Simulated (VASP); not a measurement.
BeS:

```
CELL_PARAMETERS angstrom
0.05809 2.30332 2.30332
2.30332 0.05809 2.30332
2.30332 2.30332 0.05809
ATOMIC_POSITIONS crystal
Be 0.00000 0.00000 0.00000
S 0.50000 0.50000 0.50000
```

This cell differs from its parent crystal: epitaxial 111 strain -3.1%.

Program: VASP 6.6.1. Alike in all runs: task single point; potentials or basis VASP PAW PBE potentials, release 64 (Be, S); no spin polarisation; cell as given; cutoff (eV) 520.

Problem. Order these runs on this cell by their band gap on the k mesh, lowest first.
A. level r2SCAN; k mesh 10 × 10 × 10; smearing gaussian 0.01 eV
B. level HSE06; k mesh 6 × 6 × 6; smearing gaussian 0.01 eV; grid for exact exchange (PRECFOCK) Normal; share of exact exchange 0.25; screening parameter 0.2079 1/Å
C. level PBE; k mesh 10 × 10 × 10; smearing fermi-dirac 0.02 eV

Solution. C (0.84 eV), A (1.19 eV), B (1.60 eV).

A k mesh can miss the band edges.
